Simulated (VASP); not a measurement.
TaN, 2 atoms in the cell. The structure is cubic, space group Fm-3m (No. 225). Conventional cell: a = 4.393 Å, b = 4.393 Å, c = 4.393 Å, α = 90.00°, β = 90.00°, γ = 90.00°. Within 2.9 Å of Ta (site symmetry m-3m) lie 6 N at 2.20 Å. N (site symmetry m-3m) has 6 Ta at 2.20 Å within 2.9 Å. 

- Program: VASP 6.6.1
- Task: single point
- Functional: LDA
- Potentials or basis: VASP PAW LDA potentials, release 64 (Ta_sv_GW, N)
- Cutoff: 600 eV
- k mesh: 10 × 10 × 10
- Occupations: fermi-dirac, width 0.05 eV
- Spin: no spin polarisation
- Dipole correction: no
- Second run: valence_matched
- Further INCAR settings: ALGO = Normal; EDIFF = 1e-06; NBANDS = 16

Potentials or basis: VASP PAW LDA potentials, release 64 (Ta_sv_GW, N).

Run with:

```sh
$ cat potpaw_LDA.64/Ta_sv_GW/POTCAR potpaw_LDA.64/N/POTCAR > POTCAR
$ mpirun -np 1 vasp_std > vasp.out
```

Hardware: 1 thread of AMD EPYC 7R13 Processor (Zen 3), on a shared host.

Q: Estimate the wall time of this run.

A: It took 24 s on 1 thread of AMD EPYC 7R13 Processor (Zen 3), on a shared host, peak memory 0.13 GiB. Counts: scf iterations 13, k points 47.
